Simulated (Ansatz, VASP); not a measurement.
# Sc: VASP beside Ansatz

The input INCAR:

```
SYSTEM = Sc
PREC     = Accurate       ! precision mode
ENCUT    = 500            ! plane-wave cutoff, eV
EDIFF    = 1E-6           ! SCF threshold, eV
ISMEAR   = -1             ! smearing method
SIGMA    = 0.05           ! smearing width, eV
LREAL    = .False.        ! projectors in reciprocal space
LASPH    = .True.         ! aspherical terms in the spheres
NELM     = 120            ! most SCF steps
ALGO     = Normal         ! electronic algorithm
ISIF     = 2              ! what is computed and relaxed
LWAVE    = .False.        ! write WAVECAR
LCHARG   = .False.        ! write CHGCAR
GGA      = PS             ! functional
NBANDS   = 18             ! bands
GGA_COMPAT= .False.
```

KPOINTS

```
Automatic mesh
0
Gamma
  9 9 5
  0 0 0
```

The input POSCAR:

```
Sc
1.0
    3.3090000000      0.0000000000      0.0000000000
   -1.6545000000      2.8656780611      0.0000000000
    0.0000000000      0.0000000000      5.4842320000
Sc
2
Direct
    0.6666666667      0.3333333333      0.7500000000
    0.3333333333      0.6666666667      0.2500000000
```

File input.yaml:

```yaml
crystal:
  lattice:
    - [3.309, 0.0, 0.0]
    - [-1.6545, 2.8656780611, 0.0]
    - [0.0, 0.0, 5.484232]
  atoms:
    - { symbol: Sc, position: [0.6666666667, 0.3333333333, 0.75] }
    - { symbol: Sc, position: [0.3333333333, 0.6666666667, 0.25] }
kpoints:
  mp_grid: { grid: [9, 9, 5] }
scf:
  occupations: { method: fermi_dirac, width: 0.05 }
hamiltonian:
  xc: pbesol
  pseudopotentials: { kind: all_electron, lapw: { basis_error: 0.001 } }
output:
  forces: true
  stress: true
  eigenvalues: true
```

Change from the starting cell: strain_z = 0.04.

Alike in both runs: task single point; functional PBEsol; k mesh 9 × 9 × 5; occupations fermi-dirac, width 0.05 eV; no spin polarisation.

|  | VASP | Ansatz |
| --- | --- | --- |
| version | VASP 6.6.1 | Ansatz 0.2.0 |
| potentials or method | VASP PAW PBE potentials, release 64 (Sc_sv), cutoff 500 eV | all-electron LAPW, scalar-relativistic |

Ansatz gave:

| Property | Result |
| --- | --- |
| gap on the k mesh at the Fermi level (eV) | none |
| pressure (GPa) | -4.4 |
| traceless stress, the component that is largest in VASP (GPa) | -2.59 |

Estimate VASP's values.

gap on the k mesh at the Fermi level (eV): none; pressure (GPa): -4.5; traceless stress, the component that is largest in VASP (GPa): -2.59.

VASP's potentials were made for PBE, not for PBEsol. A gap of «none» marks a metal or a gap that the smearing closes. Ansatz ran all-electron here, and VASP with PAW potentials.
